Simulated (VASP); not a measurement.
# Pb in VASP: notebook

Runs on Pb. Level: PBE. Tasks: single point.

Everything below comes from runs of VASP 6.6.1. Logs are shortened: lines on timing, memory, paths and dates and some standing lists are left out, and cuts for length are marked.

## (1) The cell of the first run

Symmetry: Fm-3m, No. 225, cubic system. The conventional cell has a = 5.137 Å, b = 5.137 Å, c = 5.137 Å, α = 90.00°, β = 90.00°, γ = 90.00°. Within 4.8 Å of Pb (site symmetry m-3m) lie 12 Pb at 3.63 Å.

## (2) Single point, PBE (strain +0.040 along x and y, +0.040 along z)

Contents of INCAR:

```
  PREC = Accurate
  ENCUT = 520
  EDIFF = 1E-6
  ISMEAR = 0
  SIGMA = 0.15
  LREAL = F
  LASPH = T
  NELM = 100
  ALGO = Fast
  ISIF = 2
  LWAVE = F
  LCHARG = T
  GGA = PE
  LELF = T
  LVHAR = T
  NBANDS = 13
```

Contents of KPOINTS:

```
regular mesh
0
Gamma
  16 16 16
```

Contents of POSCAR:

```
Pb
1.0
    0.0000000000      2.5685920000      2.5685920000
    2.5685920000      0.0000000000      2.5685920000
    2.5685920000      2.5685920000      0.0000000000
Pb
1
Direct
    0.0000000000      0.0000000000      0.0000000000
```

Potentials or basis: VASP PAW PBE potentials, release 64 (Pb_d).

Run with:

```console
$ cat potpaw_PBE.64/Pb_d/POTCAR > POTCAR
$ mpirun -np 1 vasp_std > vasp.out
```

OUTCAR:

```text
PREC = Accurate
   ENCUT = 520
   EDIFF = 1E-6
   ISMEAR = 0
   LREAL = F
   LASPH = T
   NELM = 100
   ISIF = 2
   GGA = PE

 ion  position               nearest neighbor table
   1  0.000  0.000  0.000-

  LATTYP: Found a face centered cubic cell.
 ALAT       =     5.1371840000

  Lattice vectors:

 A1 = (   0.0000000000,   2.5685920000,   2.5685920000)
 A2 = (   2.5685920000,   0.0000000000,   2.5685920000)
 A3 = (   2.5685920000,   2.5685920000,   0.0000000000)

Analysis of symmetry for initial positions (statically):
=====================================================================
 Subroutine PRICEL returns:
 Original cell was already a primitive cell.

 Routine SETGRP: Setting up the symmetry group for a
 face centered cubic supercell.

 Subroutine GETGRP returns: Found 48 space group operations
 (whereof 48 operations were pure point group operations)
 out of a pool of 48 trial point group operations.

The static configuration has the point symmetry O_h .

Analysis of symmetry for dynamics (positions and initial velocities):
=====================================================================
 Subroutine PRICEL returns:
 Original cell was already a primitive cell.

 Routine SETGRP: Setting up the symmetry group for a
 face centered cubic supercell.

 Subroutine GETGRP returns: Found 48 space group operations
 (whereof 48 operations were pure point group operations)
 out of a pool of 48 trial point group operations.

The dynamic configuration has the point symmetry O_h .

 Subroutine INISYM returns: Found 48 space group operations
 (whereof 48 operations are pure point group operations),
 and found     1 'primitive' translations

----------------------------------------------------------------------------------------

                                     Primitive cell

  volume of cell :      33.8934

  direct lattice vectors                    reciprocal lattice vectors
     0.000000000  2.568592000  2.568592000    -0.194659175  0.194659175  0.194659175
     2.568592000  0.000000000  2.568592000     0.194659175 -0.194659175  0.194659175
     2.568592000  2.568592000  0.000000000     0.194659175  0.194659175 -0.194659175

  length of vectors
     3.632537643  3.632537643  3.632537643     0.337159582  0.337159582  0.337159582

  position of ions in fractional coordinates (direct lattice)
     0.000000000  0.000000000  0.000000000

  ion indices of the primitive-cell ions
   primitive index   ion index
                 1           1

----------------------------------------------------------------------------------------

 KPOINTS: regular mesh

Automatic generation of k-mesh.
 Grid dimensions read from file:
 generate k-points for:   16   16   16

 Generating k-lattice:

  Cartesian coordinates                     Fractional coordinates (reciprocal lattice)
    -0.012166198  0.012166198  0.012166198     0.062500000  0.000000000  0.000000000
     0.012166198 -0.012166198  0.012166198     0.000000000  0.062500000  0.000000000
     0.012166198  0.012166198 -0.012166198     0.000000000  0.000000000  0.062500000

  Length of vectors
     0.021072474  0.021072474  0.021072474

  Shift w.r.t. Gamma in fractional coordinates (k-lattice)
     0.000000000  0.000000000  0.000000000

 Subroutine IBZKPT returns following result:
 ===========================================

 Found    145 irreducible k-points:

 Following reciprocal coordinates:
            Coordinates               Weight
  0.000000  0.000000  0.000000      1.000000
  0.062500  0.000000  0.000000      8.000000
  0.125000  0.000000  0.000000      8.000000
  0.187500  0.000000  0.000000      8.000000
  0.250000  0.000000  0.000000      8.000000
  0.312500  0.000000  0.000000      8.000000
[... 16 lines left out ...]
 -0.125000  0.062500  0.000000     24.000000
 -0.062500  0.062500  0.000000     12.000000
 [... further k-points ...]
   k-points           NKPTS =    145   k-points in BZ     NKDIM =    145   number of bands    NBANDS=     13
   number of dos      NEDOS =    301   number of ions     NIONS =      1
   total plane-waves  NPLWV =  21952
   dimension x,y,z NGX =    28 NGY =   28 NGZ =   28
   dimension x,y,z NGXF=    56 NGYF=   56 NGZF=   56
   ions per type =               1
   NGX,Y,Z   is equivalent  to a cutoff of  12.81, 12.81, 12.81 a.u.
   NGXF,Y,Z  is equivalent  to a cutoff of  25.63, 25.63, 25.63 a.u.
 SYSTEM =  unknown system
   PREC   = accura    normal or accurate (medium, high low for compatibility)
   ISTART =      0    job   : 0-new  1-cont  2-samecut
   ICHARG =      2    charge: 1-file 2-atom 10-const
   ISPIN  =      1    spin polarized calculation?
   LNONCOLLINEAR =      F non collinear calculations
   LSORBIT =      F    spin-orbit coupling
   LASPH  =      T    aspherical Exc in radial PAW
   ENCUT  =  520.0 eV  38.22 Ry    6.18 a.u.   6.75  6.75  6.75*2*pi/ulx,y,z
   NELM   =    100;   NELMIN=  2; NELMDL= -5     # of ELM steps
   EDIFF  = 0.1E-05   stopping-criterion for ELM
   LREAL  =      F    real-space projection
   EDIFFG = 0.1E-04   stopping-criterion for IOM
   NSW    =      0    number of steps for IOM
   IBRION =     -1    ionic relax: 0-MD 1-quasi-New 2-CG
   NFREE  =      0    steps in history (QN), initial steepest desc. (CG)
   ISIF   =      2    stress and relaxation
   ISYM   =      2    0-nonsym 1-usesym 2-fastsym
   POTIM  = 0.5000    time-step for ionic-motion
   TEBEG  =    0.0;   TEEND  =   0.0 temperature during run
   PSTRESS=    0.0 pullay stress
   NELECT =      14.0000    total number of electrons
   NUPDOWN=      -1.0000    fix difference up-down
   EMIN   =  10.00;   EMAX   =-10.00  energy-range for DOS
   EFERMI =   0.00;   METHOD = LEGACY
   ISMEAR =     0;   SIGMA  =   0.15  broadening in eV -4-tet -1-fermi 0-gaus
   EFERMI_NEDOS =   21; number of points for ismear=-14 and -15
   IALGO  =     68    algorithm
   IMIX   =      4    mixing-type and parameters
     AMIX     =   0.40;   BMIX     =  1.00
     AMIX_MAG =   1.60;   BMIX_MAG =  1.00
  volume/ion in A,a.u.               =      33.89       228.72
  Fermi-wavevector in a.u.,A,eV,Ry     =   1.219212  2.303976 20.224743  1.486477
  Thomas-Fermi vector in A             =   2.354471
   LORBIT       =      0    0 simple, 1 ext, 2 COOP (PROOUT), +10 PAW based schemes
   GGA     = PE    functional components
   LHFCALC =     F    Hartree Fock is set to
   AEXX    =    0.0000 exact exchange contribution
   IVDW    =     0    specifies the selected vdW correction
   LEPSILON=     F    determine dielectric tensor
   LRPA    =     F    only Hartree local field effects (RPA)
 non-spin polarized calculation
 RMM-DIIS sequential band-by-band and
 Gauss-broadening in eV      SIGMA  =   0.15
  energy-cutoff  :      520.00
  volume of cell :       33.89
 maximum number of plane-waves:       941
   NGX = 13   NGY = 13   NGZ = 13

 number of electron      13.9999997 magnetization

 Free energy of the ion-electron system (eV)
  ---------------------------------------------------
  ext. energy  EPLUGINS =         0.00000000
  ---------------------------------------------------
  free energy    TOTEN  =        -3.55419180 eV

  energy without entropy =       -3.54724726  energy(sigma->0) =       -3.55071953

 E-fermi :   6.1468     XC(G=0):  -9.6629

 val. band max:        6.1463325459   @ k =  -0.3125   0.2500   0.0000
 cond. band min:       6.1669133440   @ k =  -0.4375   0.3750   0.0625
 fundamental gap:      0.0205807981
 Fermi energy:         6.1468174111

 k-point     1 :       0.0000    0.0000    0.0000
  band No.  band energies     occupation
      1     -10.9169      2.00000
      2     -10.9169      2.00000
      3     -10.9169      2.00000
      4     -10.8185      2.00000
      5     -10.8185      2.00000
      6      -4.9525      2.00000
      7      12.6652      0.00000
      8      12.6652      0.00000
      9      12.6652      0.00000
     10      15.7699      0.00000
     11      16.0498      0.00000
     12      17.8016      0.00000
     13      17.8016      0.00000

 k-point     2 :       0.0625    0.0000    0.0000
  band No.  band energies     occupation
      1     -10.9167      2.00000
      2     -10.9127      2.00000
      3     -10.9127      2.00000
      4     -10.8187      2.00000
      5     -10.8187      2.00000
      6      -4.8859      2.00000
      7      11.8030      0.00000
      8      12.5821      0.00000
      9      12.5821      0.00000
     10      15.4900      0.00000
     11      16.5619      0.00000
     12      17.9512      0.00000
     13      17.9512      0.00000

 k-point     3 :       0.1250    0.0000    0.0000
  band No.  band energies     occupation
      1     -10.9164      2.00000
      2     -10.9026      2.00000
      3     -10.9026      2.00000
      4     -10.8177      2.00000
      5     -10.8177      2.00000
      6      -4.6865      2.00000
      7      10.1474      0.00000
      8      12.3629      0.00000
      9      12.3629      0.00000
     10      15.0872      0.00000
     11      17.4629      0.00000
     12      18.3203      0.00000
     13      18.3234      0.00000
[... 305 lines left out ...]
 k-point    23 :      -0.1250    0.0625    0.0000
  band No.  band energies     occupation
      1     -10.9184      2.00000
      2     -10.8966      2.00000
      3     -10.8927      2.00000
      4     -10.8256      2.00000
      5     -10.8073      2.00000
      6      -4.5320      2.00000
      7       9.5031      0.00000
      8      11.3161      0.00000
      9      12.6348      0.00000
     10      15.3124      0.00000
     11      17.3800      0.00000
     12      17.8713      0.00000
     13      18.0600      0.00000

 k-point    24 :      -0.0625    0.0625    0.0000
  band No.  band energies     occupation
      1     -10.9182      2.00000
      2     -10.9078      2.00000
      3     -10.9031      2.00000
      4     -10.8230      2.00000
      5     -10.8145      2.00000
      6      -4.7750      2.00000
      7      11.0102      0.00000
      8      11.8846      0.00000
      9      12.7098      0.00000
     10      15.4104      0.00000
     11      16.8450      0.00000
     12      17.8969      0.00000
     13      18.6957      0.00000

 [... further k-points ...]
[... 5 lines left out ...]
  --------------------------------------------------------------------------------------
  -------------------------------------------------------------------------------------
  Total       -0.4376874     -0.4376874     -0.4376874      0.0000000      0.0000000     -0.0000000
  in kB      -20.6899389    -20.6899389    -20.6899389      0.0000000      0.0000000     -0.0000000
  external PRESSURE =     -20.6899389 kB  Pullay stress =       0.0000000 kB

 VOLUME and BASIS-vectors are now :
 -----------------------------------------------------------------------------
  energy-cutoff  :      520.00
  volume of cell :       33.89
      direct lattice vectors                 reciprocal lattice vectors
     0.000000000  2.568592000  2.568592000    -0.194659175  0.194659175  0.194659175
     2.568592000  0.000000000  2.568592000     0.194659175 -0.194659175  0.194659175
     2.568592000  2.568592000  0.000000000     0.194659175  0.194659175 -0.194659175

 POSITION                                       TOTAL-FORCE (eV/Angst)
 -----------------------------------------------------------------------------------
      0.00000      0.00000      0.00000         0.000000      0.000000      0.000000
 -----------------------------------------------------------------------------------
    total drift:                               -0.000000     -0.000000     -0.000000

  FREE ENERGIE OF THE ION-ELECTRON SYSTEM (eV)
  ---------------------------------------------------
  free  energy   TOTEN  =        -3.5541918012 eV

  energy  without entropy=       -3.5472472643  energy(sigma->0) =       -3.55071953
```

It took 43 s on 1 thread of Intel Xeon 6975P-C, shared host; peak memory 0.2 GiB.

What came out:

```yaml
Free_energy: -3.5542 eV
Pressure: -2.1 GPa
Band_gap_on_the_k_mesh: zero (band 7 reaches 12.67 eV, above the bottom of band 8 at 4.65 eV)
```

Caveat: the cell differs from its parent crystal (strain +0.040 along x and y, +0.040 along z); spin-orbit coupling is left out, which moves the levels of the heavy elements.

## (3) Single point, PBE (strain +0.080 along x and y, +0.080 along z)

Contents of INCAR:

```
SYSTEM = Pb
PREC = Accurate ; ENCUT = 520
EDIFF = 1E-6 ; ISMEAR = 0
SIGMA = 0.15 ; LREAL = .FALSE.
LASPH = .TRUE. ; NELM = 80
ALGO = Normal ; ISIF = 2
LWAVE = .FALSE. ; LCHARG = .FALSE.
GGA = PE ; NBANDS = 13
```

Contents of KPOINTS:

```
Automatic mesh
0
G
  16 16 16
  0 0 0
```

Contents of POSCAR:

```
Pb
1.0
    0.0000000000      2.6673840000      2.6673840000
    2.6673840000      0.0000000000      2.6673840000
    2.6673840000      2.6673840000      0.0000000000
Pb
1
Direct
    0.0000000000      0.0000000000      0.0000000000
```

Potentials or basis: VASP PAW PBE potentials, release 64 (Pb_d).

Run with:

```console
$ cat potpaw_PBE.64/Pb_d/POTCAR > POTCAR
$ mpirun -np 1 vasp_std > vasp.out
```

It took 32 s on 1 thread of Intel Xeon 6975P-C, shared host; peak memory 0.2 GiB.

The run converged. Its results:

```yaml
Free_energy: -3.4675 eV
Pressure: -4.6 GPa
Band_gap_on_the_k_mesh: zero (band 7 reaches 10.79 eV, above the bottom of band 8 at 3.80 eV)
```

Levels at points of the mesh, in eV from the Fermi level:
| k point | band 3 | band 4 | band 5 | band 6 | band 7 | band 8 | band 9 | band 10 | band 11 | band 12 |
| --- | --- | --- | --- | --- | --- | --- | --- | --- | --- | --- |
| (0.00, 0.00, 0.00) | -17.01 | -16.95 | -16.95 | -10.46 | 5.75 | 5.75 | 5.75 | 8.61 | 9.51 | 10.96 |
| (0.50, 0.00, 0.00) | -17.01 | -16.88 | -16.88 | -7.99 | -3.23 | 4.40 | 4.40 | 7.68 | 8.98 | 9.96 |
| (0.50, 0.50, 0.00) | -16.88 | -16.86 | -16.86 | -7.06 | -2.49 | 1.77 | 1.77 | 4.80 | 6.02 | 16.97 |

Caveat: the cell differs from its parent crystal (strain +0.080 along x and y, +0.080 along z); spin-orbit coupling is left out, which moves the levels of the heavy elements.

## (4) Single point, PBE (strain +0.000 along x and y, +0.040 along z)

Contents of INCAR:

```
PREC = Accurate
ENCUT = 520
EDIFF = 1E-6
ISMEAR = 0
SIGMA = 0.15
LREAL = F
LASPH = T
NELM = 80
ALGO = Fast
ISIF = 2
LWAVE = F
LCHARG = F
GGA = PE
NBANDS = 13
```

Contents of KPOINTS:

```
Automatic mesh
0
Gamma
  16 16 16
```

Contents of POSCAR:

```
Pb
1.0
    0.0000000000      2.4698000000      2.5685920000
    2.4698000000      0.0000000000      2.5685920000
    2.4698000000      2.4698000000      0.0000000000
Pb
1
Direct
    0.0000000000      0.0000000000      0.0000000000
```

Run with:

```console
$ cat potpaw_PBE.64/Pb_d/POTCAR > POTCAR
$ mpirun -np 1 vasp_std > vasp.out
```

Run time: 1.8 min. Hardware: 1 thread of Intel Xeon 6975P-C, shared host; peak memory 0.26 GiB.

It converged, with:

| Item | Value |
| --- | --- |
| Free energy | -3.5647 eV |
| Pressure | 0.8 GPa |
| Band gap on the k mesh | zero (band 7 reaches 14.06 eV, above the bottom of band 8 at 5.18 eV) |

Stress tensor (GPa, compression positive):
```
0.98 0.00 0.00
0.00 0.98 0.00
0.00 0.00 0.37
```

Levels at points of the mesh, in eV from the Fermi level:
```tsv
k point	band 5	band 6	band 7	band 8	band 9	band 10
(0.00, 0.00, 0.00)	-16.95	-11.58	7.11	7.11	7.16	9.72
(0.50, 0.00, 0.00)	-16.83	-8.14	-4.08	5.02	5.68	9.02
(0.50, 0.50, 0.00)	-16.82	-7.09	-3.38	2.29	2.29	5.54
(0.50, 0.00, 0.50)	-16.79	-6.66	-3.08	1.70	1.96	5.11
```

Caveat: the cell differs from its parent crystal (strain +0.000 along x and y, +0.040 along z); spin-orbit coupling is left out, which moves the levels of the heavy elements.

## (5) Single point, PBE (strain +0.040 along x and y, +0.080 along z)

Contents of INCAR:

```
SYSTEM = Pb
PREC = Accurate
ENCUT = 520
EDIFF = 1E-6
ISMEAR = 0
SIGMA = 0.15
LREAL = .FALSE.
LASPH = .TRUE.
NELM = 80
ALGO = Fast
ISIF = 2
LWAVE = .FALSE.
LCHARG = .TRUE.
GGA = PE
LELF = .TRUE.
LVHAR = .TRUE.
NBANDS = 13
```

Contents of KPOINTS:

```
regular mesh
0
G
  16 16 16
  0 0 0
```

Contents of POSCAR:

```
Pb
1.0
    0.0000000000      2.5685920000      2.6673840000
    2.5685920000      0.0000000000      2.6673840000
    2.5685920000      2.5685920000      0.0000000000
Pb
1
Direct
    0.0000000000      0.0000000000      0.0000000000
```

Run with:

```console
$ cat potpaw_PBE.64/Pb_d/POTCAR > POTCAR
$ mpirun -np 1 vasp_std > vasp.out
```

Wall time 2 min (1 thread of Intel Xeon 6975P-C, shared host); peak memory 0.27 GiB.

The run converged. Its results:

```yaml
Free_energy: -3.5326 eV
Pressure: -3.1 GPa
Band_gap_on_the_k_mesh: zero (band 7 reaches 12.01 eV, above the bottom of band 8 at 4.25 eV)
```

Stress tensor (GPa, compression positive):
```
-3.00  0.00  0.00
 0.00 -3.00  0.00
 0.00  0.00 -3.26
```

Levels at points of the mesh, in eV from the Fermi level:
```tsv
k point	band 3	band 4	band 5	band 6	band 7	band 8	band 9	band 10	band 11	band 12
(0.00, 0.00, 0.00)	-17.02	-16.96	-16.93	-10.86	6.26	6.26	6.28	9.47	9.62	11.37
(0.50, 0.00, 0.00)	-17.01	-16.86	-16.85	-8.04	-3.54	4.48	5.03	8.14	9.12	10.16
(0.50, 0.50, 0.00)	-16.86	-16.84	-16.84	-7.18	-2.91	2.13	2.13	5.20	6.44	17.74
(0.50, 0.00, 0.50)	-16.86	-16.84	-16.82	-6.85	-2.66	1.61	1.85	4.85	6.09	17.01
```

Caveat: the cell differs from its parent crystal (strain +0.040 along x and y, +0.080 along z); spin-orbit coupling is left out, which moves the levels of the heavy elements.

## (6) The runs side by side

| cell | gap on the mesh (eV) | pressure (GPa) |
| --- | --- | --- |
| a = 3.633 Å, angles 60.0°, 1 atom | none | -2.1 |
| a = 3.772 Å, angles 60.0°, 1 atom | none | -4.6 |
| a = 3.563, b = 3.563, c = 3.493 Å, angles 60.7, 60.7, 58.7°, 1 atom | none | 0.8 |
| a = 3.703, b = 3.703, c = 3.633 Å, angles 60.6, 60.6, 58.7°, 1 atom | none | -3.1 |

Alike in all rows: task single point; level PBE; potentials or basis VASP PAW PBE potentials, release 64 (Pb_d); no spin polarisation; k mesh 16 × 16 × 16; cutoff (eV) 520; smearing gaussian 0.15 eV.

Caveats: spin-orbit coupling is left out, which moves the levels of the heavy elements.

Total energies depend on the potentials used, so only differences within one code and one set of settings carry meaning.
